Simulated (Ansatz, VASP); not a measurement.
**SnO2: VASP beside Ansatz**

INCAR

```
SYSTEM = SnO2
  PREC = Accurate
  ENCUT = 520
  EDIFF = 1E-6
  ISMEAR = 0
  SIGMA = 0.05
  LREAL = .FALSE.
  LASPH = .TRUE.
  NELM = 60
  ALGO = Normal
  ISIF = 2
  LWAVE = .FALSE.
  LCHARG = .FALSE.
  GGA = PS
  NBANDS = 20
```

KPOINTS

```
Automatic mesh
0
G
  12 12 12
  0 0 0
```

The input POSCAR:

```
SnO2
1.0
    1.6856500000      0.9732104813      4.5279666667
   -1.6856500000      0.9732104813      4.5279666667
    0.0000000000     -1.9464209625      4.5279666667
Sn O
1 2
Direct
    0.5000000000      0.5000000000      0.5000000000
    0.2414378084      0.2414378084      0.2414378084
    0.7585621916      0.7585621916      0.7585621916
```

Input for Ansatz:

```yaml
crystal:
  lattice:
    - [1.68565, 0.9732104813, 4.5279666667]
    - [-1.68565, 0.9732104813, 4.5279666667]
    - [0.0, -1.9464209625, 4.5279666667]
  atoms:
    - { symbol: Sn, position: [0.5, 0.5, 0.5] }
    - { symbol: O, position: [0.2414378084, 0.2414378084, 0.2414378084] }
    - { symbol: O, position: [0.7585621916, 0.7585621916, 0.7585621916] }
basis:
  ecutwfc: 520.0
kpoints:
  mp_grid: { grid: [12, 12, 12] }
hamiltonian:
  xc: pbesol
  pseudopotentials: { kind: paw, azcp: { folder: soft_1 } }
scf:
  occupations: { method: gaussian, width: 0.05 }
output:
  forces: true
  stress: true
  eigenvalues: true
```

Alike in both runs: task single point; functional PBEsol; k mesh 12 × 12 × 12; occupations gaussian, width 0.05 eV; no spin polarisation.

```csv
,VASP,Ansatz
version,VASP 6.6.1,Ansatz 0.2.0
potentials or method,"VASP PAW PBE potentials, release 64 (Sn_d, O), cutoff 520 eV","scalar-relativistic, plane waves, PAW"
valence electrons in the cell,26,26
```

VASP gave:

| Property | Result |
| --- | --- |
| gap on the k mesh at the Fermi level (eV) | 0.84 |
| least direct gap on the mesh (eV) | 0.84 |
| pressure (GPa) | -15.9 |
| traceless stress, the component that is largest in VASP (GPa) | 7.03 |
| rms of the force components (eV/Å) | 0.457 |

Problem. Which values does Ansatz return?

Solution. gap on the k mesh at the Fermi level (eV): 0.85; least direct gap on the mesh (eV): 0.85; pressure (GPa): -16.3; traceless stress, the component that is largest in VASP (GPa): 7.38; rms of the force components (eV/Å): 0.477.

VASP's potentials were made for PBE, not for PBEsol, and Ansatz warns of the same on its side. Atom by atom the forces differ by 0.020 eV/Å (rms over components).
